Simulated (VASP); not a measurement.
# Ga8Sb5P3 (R3m) in VASP: further runs

Runs on Ga8Sb5P3. Level: PBEsol. Tasks: single point.

All numbers are computed with VASP 6.6.1; they aren't measurements. Logs are shortened: lines on timing, memory, paths and dates and some standing lists are left out, and cuts for length are marked.

## (1) The cell of the first run

Symmetry: R3m, No. 160, trigonal system. The conventional cell has a = 8.290 Å, b = 8.290 Å, c = 20.342 Å, α = 90.00°, β = 90.00°, γ = 120.00°. Within 3.1 Å of Ga (site symmetry m) lie 1 P at 2.38 Å and 3 Sb at 2.59 to 2.60 Å. Ga (site symmetry 3m) has 3 P at 2.51 Å and 1 Sb at 2.67 Å within 3.3 Å. Within 3.2 Å of Ga (site symmetry m) lie 2 P at 2.44 Å and 2 Sb at 2.63 to 2.64 Å. Ga (site symmetry 3m) has 4 Sb at 2.55 to 2.56 Å within 3.4 Å. P (site symmetry m) has 4 Ga at 2.38 to 2.51 Å within 3.1 Å. Sb (site symmetry 3m) has 4 Ga at 2.59 to 2.67 Å within 3.4 Å. Within 3.4 Å of Sb (site symmetry m) lie 4 Ga at 2.56 to 2.64 Å. Sb (site symmetry 3m) has 4 Ga at 2.55 to 2.63 Å within 3.4 Å.

## (2) Single point, PBEsol

INCAR

```
SYSTEM = Ga8Sb5P3
  ALGO = Normal
  EDIFF = 1E-6
  ENCUT = 500
  GGA = PS
  GGA_COMPAT = .False.
  ISIF = 2
  ISMEAR = 0
  LASPH = .True.
  LCHARG = .False.
  LREAL = .False.
  LWAVE = .False.
  NBANDS = 86
  NELM = 120
  PREC = Accurate
  SIGMA = 0.01
```

KPOINTS

```
k-points
0
Gamma
  4 4 4
  0 0 0
```

POSCAR

```
Ga8Sb5P3
1.0
    0.0067259003      5.8689088490      5.8689088490
    5.8689088490      0.0067259003      5.8689088490
    5.8689088490      5.8689088490      0.0067259003
Ga P Sb
8 3 5
Direct
    0.0086392054      0.0086392054      0.0070040872
   -0.0060666907     -0.0060666907      0.4939333093
    0.0125859891      0.4856170107     -0.0143829893
    0.0086392054      0.5070040872      0.5086392054
    0.4856170107      0.0125859891     -0.0143829893
    0.5070040872      0.0086392054      0.5086392054
    0.4995431878      0.4995431878     -0.0004568122
    0.4856170107      0.4856170107      0.5125859891
    0.1258355116      0.1258355116      0.1236753827
    0.1258355116      0.6236753827      0.6258355116
    0.6236753827      0.1258355116      0.6258355116
    0.1251595460      0.1251595460      0.6251595460
    0.1221625340      0.6254606890      0.1254606890
    0.6254606890      0.1221625340      0.1254606890
    0.6248311304      0.6248311304      0.1248311304
    0.6254606890      0.6254606890      0.6221625340
```

Potentials or basis: VASP PAW PBE potentials, release 64 (Ga_d, P, Sb).

On the command line:

```sh
$ cat potpaw_PBE.64/Ga_d/POTCAR potpaw_PBE.64/P/POTCAR potpaw_PBE.64/Sb/POTCAR > POTCAR
$ mpirun -np 1 vasp_std > vasp.out
```

OUTCAR:

```text
SYSTEM = Ga8Sb5P3
   EDIFF = 1E-6
   ENCUT = 500
   GGA = PS
   ISIF = 2
   ISMEAR = 0
   LASPH = .True.
   LREAL = .False.
   NELM = 120
   PREC = Accurate

 ion  position               nearest neighbor table
   1  0.009  0.009  0.007-   9 2.38  12 2.59  13 2.60  14 2.60
   2  0.994  0.994  0.494-  10 2.51  11 2.51   9 2.51  12 2.67
   3  0.013  0.486  0.986-  10 2.44   9 2.44  15 2.63  13 2.64
   4  0.009  0.507  0.509-  10 2.38  12 2.59  13 2.60  16 2.60
   5  0.486  0.013  0.986-  11 2.44   9 2.44  15 2.63  14 2.64
   6  0.507  0.009  0.509-  11 2.38  12 2.59  14 2.60  16 2.60
[... 8 lines left out ...]
  15  0.625  0.625  0.125-   7 2.55   5 2.63   3 2.63   8 2.63
  16  0.625  0.625  0.622-   7 2.56   6 2.60   4 2.60   8 2.64

  LATTYP: Found a trigonal (rhomboedric) cell.
 ALAT       =     8.2998932158
 COS(alpha) =     0.5011456932

  Lattice vectors:

 A1 = (   0.0067259003,   5.8689088490,   5.8689088490)
 A2 = (   5.8689088490,   0.0067259003,   5.8689088490)
 A3 = (   5.8689088490,   5.8689088490,   0.0067259003)

Analysis of symmetry for initial positions (statically):
=====================================================================
 Subroutine PRICEL returns:
 Original cell was already a primitive cell.

 Routine SETGRP: Setting up the symmetry group for a
 trigonal (rhombohedral) supercell.

 Subroutine GETGRP returns: Found  6 space group operations
 (whereof  2 operations were pure point group operations)
 out of a pool of 12 trial point group operations.

The static configuration has the point symmetry C_1h.
 The point group associated with its full space group is C_3v.

Analysis of symmetry for dynamics (positions and initial velocities):
=====================================================================
 Subroutine PRICEL returns:
 Original cell was already a primitive cell.

 Routine SETGRP: Setting up the symmetry group for a
 trigonal (rhombohedral) supercell.

 Subroutine GETGRP returns: Found  6 space group operations
 (whereof  2 operations were pure point group operations)
 out of a pool of 12 trial point group operations.

The dynamic configuration has the point symmetry C_1h.
 The point group associated with its full space group is C_3v.

 Subroutine INISYM returns: Found  6 space group operations
 (whereof  2 operations are pure point group operations),
 and found     1 'primitive' translations

----------------------------------------------------------------------------------------

                                     Primitive cell

  volume of cell :     403.6035

  direct lattice vectors                    reciprocal lattice vectors
     0.006725900  5.868908849  5.868908849    -0.085341305  0.085243614  0.085243614
     5.868908849  0.006725900  5.868908849     0.085243614 -0.085341305  0.085243614
     5.868908849  5.868908849  0.006725900     0.085243614  0.085243614 -0.085341305

  length of vectors
     8.299893216  8.299893216  8.299893216     0.147702693  0.147702693  0.147702693

  position of ions in fractional coordinates (direct lattice)
     0.008639205  0.008639205  0.007004087
     0.993933309  0.993933309  0.493933309
     0.012585989  0.485617011  0.985617011
     0.008639205  0.507004087  0.508639205
     0.485617011  0.012585989  0.985617011
     0.507004087  0.008639205  0.508639205
[... 8 lines left out ...]
     0.624831130  0.624831130  0.124831130
     0.625460689  0.625460689  0.622162534

  ion indices of the primitive-cell ions
   primitive index   ion index
                 1           1
                 2           2
                 3           3
                 4           4
                 5           5
                 6           6
[... 8 lines left out ...]
                15          15
                16          16

----------------------------------------------------------------------------------------

 KPOINTS: k-points

Automatic generation of k-mesh.
 Grid dimensions read from file:
 generate k-points for:    4    4    4

 Generating k-lattice:

  Cartesian coordinates                     Fractional coordinates (reciprocal lattice)
    -0.021335326  0.021310903  0.021310903     0.250000000  0.000000000  0.000000000
     0.021310903 -0.021335326  0.021310903     0.000000000  0.250000000  0.000000000
     0.021310903  0.021310903 -0.021335326     0.000000000  0.000000000  0.250000000

  Length of vectors
     0.036925673  0.036925673  0.036925673

  Shift w.r.t. Gamma in fractional coordinates (k-lattice)
     0.000000000  0.000000000  0.000000000

 Subroutine IBZKPT returns following result:
 ===========================================

 Found     13 irreducible k-points:

 Following reciprocal coordinates:
            Coordinates               Weight
  0.000000  0.000000  0.000000      1.000000
  0.250000  0.000000  0.000000      6.000000
  0.500000  0.000000  0.000000      3.000000
  0.250000  0.250000 -0.000000      6.000000
  0.500000  0.250000 -0.000000     12.000000
 -0.250000  0.250000  0.000000      6.000000
  0.500000  0.500000 -0.000000      3.000000
  0.250000  0.250000  0.250000      2.000000
  0.500000  0.250000  0.250000      6.000000
 -0.250000  0.250000  0.250000      6.000000
  0.500000  0.500000  0.250000      6.000000
 -0.250000  0.500000  0.250000      6.000000
  0.500000  0.500000  0.500000      1.000000
   k-points           NKPTS =     13   k-points in BZ     NKDIM =     13   number of bands    NBANDS=     86
   number of dos      NEDOS =    301   number of ions     NIONS =     16
   total plane-waves  NPLWV = 262144
   dimension x,y,z NGX =    64 NGY =   64 NGZ =   64
   dimension x,y,z NGXF=   128 NGYF=  128 NGZF=  128
   ions per type =               8   3   5
   NGX,Y,Z   is equivalent  to a cutoff of  12.82, 12.82, 12.82 a.u.
   NGXF,Y,Z  is equivalent  to a cutoff of  25.64, 25.64, 25.64 a.u.
 SYSTEM =  Ga8Sb5P3
   PREC   = accura    normal or accurate (medium, high low for compatibility)
   ISTART =      0    job   : 0-new  1-cont  2-samecut
   ICHARG =      2    charge: 1-file 2-atom 10-const
   ISPIN  =      1    spin polarized calculation?
   LNONCOLLINEAR =      F non collinear calculations
   LSORBIT =      F    spin-orbit coupling
   LASPH  =      T    aspherical Exc in radial PAW
   ENCUT  =  500.0 eV  36.75 Ry    6.06 a.u.  15.13 15.13 15.13*2*pi/ulx,y,z
   NELM   =    120;   NELMIN=  2; NELMDL= -5     # of ELM steps
   EDIFF  = 0.1E-05   stopping-criterion for ELM
   LREAL  =      F    real-space projection
   EDIFFG = 0.1E-04   stopping-criterion for IOM
   NSW    =      0    number of steps for IOM
   IBRION =     -1    ionic relax: 0-MD 1-quasi-New 2-CG
   NFREE  =      0    steps in history (QN), initial steepest desc. (CG)
   ISIF   =      2    stress and relaxation
   ISYM   =      2    0-nonsym 1-usesym 2-fastsym
   POTIM  = 0.5000    time-step for ionic-motion
   TEBEG  =    0.0;   TEEND  =   0.0 temperature during run
   PSTRESS=    0.0 pullay stress
   NELECT =     144.0000    total number of electrons
   NUPDOWN=      -1.0000    fix difference up-down
   EMIN   =  10.00;   EMAX   =-10.00  energy-range for DOS
   EFERMI =   0.00;   METHOD = LEGACY
   ISMEAR =     0;   SIGMA  =   0.01  broadening in eV -4-tet -1-fermi 0-gaus
   EFERMI_NEDOS =   21; number of points for ismear=-14 and -15
   IALGO  =     38    algorithm
   IMIX   =      4    mixing-type and parameters
     AMIX     =   0.40;   BMIX     =  1.00
     AMIX_MAG =   1.60;   BMIX_MAG =  1.00
  volume/ion in A,a.u.               =      25.23       170.23
  Fermi-wavevector in a.u.,A,eV,Ry     =   1.161121  2.194200 18.343392  1.348201
  Thomas-Fermi vector in A             =   2.297696
   LORBIT       =      0    0 simple, 1 ext, 2 COOP (PROOUT), +10 PAW based schemes
   GGA     = PS    functional components
   LHFCALC =     F    Hartree Fock is set to
   AEXX    =    0.0000 exact exchange contribution
   IVDW    =     0    specifies the selected vdW correction
   LEPSILON=     F    determine dielectric tensor
   LRPA    =     F    only Hartree local field effects (RPA)
 non-spin polarized calculation
 Gauss-broadening in eV      SIGMA  =   0.01
  energy-cutoff  :      500.00
  volume of cell :      403.60
 maximum number of plane-waves:     10272
 NGX is ok and might be reduce to    64
   NGX = 31   NGY = 31   NGZ = 31

 number of electron     144.0000001 magnetization

 Free energy of the ion-electron system (eV)
  ---------------------------------------------------
  ext. energy  EPLUGINS =         0.00000000
  ---------------------------------------------------
  free energy    TOTEN  =       -69.32711121 eV

  energy without entropy =      -69.32693490  energy(sigma->0) =      -69.32702306

 E-fermi :   5.0323     XC(G=0):  -9.5523

 val. band max:        5.0322881297   @ k =   0.2500   0.2500   0.2500
 cond. band min:       5.0797398005   @ k =   0.0000   0.0000   0.0000
 fundamental gap:      0.0474516708
 Fermi energy:         5.0322881297

 k-point     1 :       0.0000    0.0000    0.0000
  band No.  band energies     occupation
      1     -10.4107      2.00000
      2     -10.4052      2.00000
      3     -10.4052      2.00000
      4     -10.3501      2.00000
      5     -10.3501      2.00000
      6     -10.2490      2.00000
[... 76 lines left out ...]
     83       6.2710      0.00000
     84       7.8644      0.00000

 k-point     2 :       0.2500    0.0000    0.0000
  band No.  band energies     occupation
      1     -10.4101      2.00000
      2     -10.4046      2.00000
      3     -10.4045      2.00000
      4     -10.3500      2.00000
      5     -10.3498      2.00000
      6     -10.2474      2.00000
[... 946 lines left out ...]
     83       8.3673      0.00000
     84       8.4861      0.00000

 k-point    13 :       0.5000    0.5000    0.5000
  band No.  band energies     occupation
      1     -10.4100      2.00000
      2     -10.4046      2.00000
      3     -10.4046      2.00000
      4     -10.3500      2.00000
      5     -10.3500      2.00000
      6     -10.2480      2.00000
[... 76 lines left out ...]
     83       8.6427      0.00000
     84       8.6435      0.00000
 [bands above 84 left out]

------------------------ aborting loop because EDIFF is reached ----------------------------------------

  FORCE on cell =-STRESS in cart. coord.  units (eV):
  Direction    XX          YY          ZZ          XY          YZ          ZX
  --------------------------------------------------------------------------------------
  -------------------------------------------------------------------------------------
  Total        0.1963276      0.1963276      0.1963276      0.0108817      0.0108817      0.0108817
  in kB        0.7793583      0.7793583      0.7793583      0.0431967      0.0431967      0.0431967
  external PRESSURE =       0.7793583 kB  Pullay stress =       0.0000000 kB

 VOLUME and BASIS-vectors are now :
 -----------------------------------------------------------------------------
  energy-cutoff  :      500.00
  volume of cell :      403.60
      direct lattice vectors                 reciprocal lattice vectors
     0.006725900  5.868908849  5.868908849    -0.085341305  0.085243614  0.085243614
     5.868908849  0.006725900  5.868908849     0.085243614 -0.085341305  0.085243614
     5.868908849  5.868908849  0.006725900     0.085243614  0.085243614 -0.085341305

 POSITION                                       TOTAL-FORCE (eV/Angst)
 -----------------------------------------------------------------------------------
      0.09187      0.09187      0.10145         0.010065      0.010065      0.008451
      8.73884      8.73884     11.66993        -0.003793     -0.003793     -0.003793
      8.63462      5.86163      2.93054        -0.011135      0.000333      0.000333
      5.96078      3.03927      3.02968         0.010065      0.008451      0.010065
      5.86163      8.63462      2.93054         0.000333     -0.011135      0.000333
      3.03927      5.96078      3.02968         0.008451      0.010065      0.010065
[... 8 lines left out ...]
      4.40390      4.40390      7.33499        -0.002481     -0.002481     -0.002481
      7.32639      7.32639      7.34573        -0.001794     -0.001794     -0.002374
 -----------------------------------------------------------------------------------
    total drift:                               -0.000270     -0.000270     -0.000270

  FREE ENERGIE OF THE ION-ELECTRON SYSTEM (eV)
  ---------------------------------------------------
  free  energy   TOTEN  =       -69.3271112101 eV

  energy  without entropy=      -69.3269349009  energy(sigma->0) =      -69.32702306
```

Wall time 22 min (1 thread of Oxide Virtual Turin-like, shared host); peak memory 0.75 GiB.

What came out:

| Quantity | Value |
| --- | --- |
| Free energy | -69.3271 eV |
| Pressure | 0.1 GPa |
| Largest force | 0.017 eV/Å |
| Band gap on the k mesh | zero (bands 72 and 73 overlap by 0.05 eV) |

Forces in eV/Å, atoms in the order of the input:
```
Ga   0.010  0.010  0.008
Ga  -0.004 -0.004 -0.004
Ga  -0.011  0.000  0.000
Ga   0.010  0.008  0.010
Ga   0.000 -0.011  0.000
Ga   0.008  0.010  0.010
Ga   0.000  0.000  0.000
Ga   0.000  0.000 -0.011
P   -0.002 -0.002  0.000
P   -0.002  0.000 -0.002
P    0.000 -0.002 -0.002
Sb  -0.003 -0.003 -0.003
Sb  -0.002 -0.002 -0.002
Sb  -0.002 -0.002 -0.002
Sb  -0.002 -0.002 -0.002
Sb  -0.002 -0.002 -0.002
```

Caveat: semilocal functionals underestimate gaps, and a narrow one can read as zero; the PAW data sets were made with another functional, which shifts forces and pressure a little; spin-orbit coupling is left out, which moves the levels of the heavy elements.

(Part 1 of 2 ends here.)

The gap in the log of VASP goes by the Fermi energy; the results here count the filled bands.